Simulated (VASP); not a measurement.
Wanted: the native input for a VASP 6.6.1 run.

```yaml
Task: relaxation of cell and atoms
Functional: BLYP
Potentials_or_basis: VASP PAW PBE potentials, release 64 (Mo_sv)
Cutoff: 600 eV
k_mesh: 14 × 14 × 14
Occupations: fermi-dirac, width 0.1 eV
Spin: no spin polarisation
Dipole_correction: no
Further_INCAR_settings: ALGO = Normal; EDIFF = 1e-07; IBRION = 2; EDIFFG = -0.01; NSW = 80; ISIF = 3
```

The structure of Mo lies in POSCAR:

```
Mo
1.0
    0.0000000000      1.9826747602      1.9826747602
    1.9826747602      0.0000000000      1.9826747602
    1.9826747602      1.9826747602      0.0000000000
Mo
1
Direct
    0.0000000000      0.0000000000      0.0000000000
```

One way to write it, as run:

INCAR

```
SYSTEM = Mo
  PREC = Accurate
  ENCUT = 600
  EDIFF = 1E-7
  ISMEAR = -1
  SIGMA = 0.1
  LREAL = .FALSE.
  LASPH = .TRUE.
  NELM = 80
  ALGO = Normal
  ISIF = 3
  LWAVE = .FALSE.
  LCHARG = .FALSE.
  GGA = B5
  ALDAX = 1.0
  AGGAX = 1.0
  AGGAC = 1.0
  ALDAC = 0.0
  IBRION = 2
  NSW = 80
  EDIFFG = -0.01
```

KPOINTS

```
Automatic mesh
0
G
  14 14 14
  0 0 0
```

Potentials or basis: VASP PAW PBE potentials, release 64 (Mo_sv).

Run with:

```bash
$ cat potpaw_PBE.64/Mo_sv/POTCAR > POTCAR
$ mpirun -np 1 vasp_std > vasp.out
```

Results of the run:

```
Relaxed volume                         : 16.73 Å³/atom
Relaxed cell                           : a = 2.871 Å, b = 2.871 Å, c = 2.871 Å, α = 60.00°, β = 60.00°, γ = 60.00°
Space group after relaxing (to 0.05 Å) : Fm-3m (No. 225)
Energy gained by relaxing              : 58.2 meV/atom
Ionic steps                            : 4
Pressure after relaxing                : -0.1 GPa
Band gap on the k mesh                 : zero (band 7 reaches 15.36 eV, above the bottom of band 8 at 10.97 eV)
```

Caveat: the PAW data sets were made with another functional, which shifts forces and pressure a little.

Wall time 47 s on 1 thread of AMD EPYC 9R45 96-Core Processor (Zen 5), with other jobs on the host, peak memory 0.13 GiB.
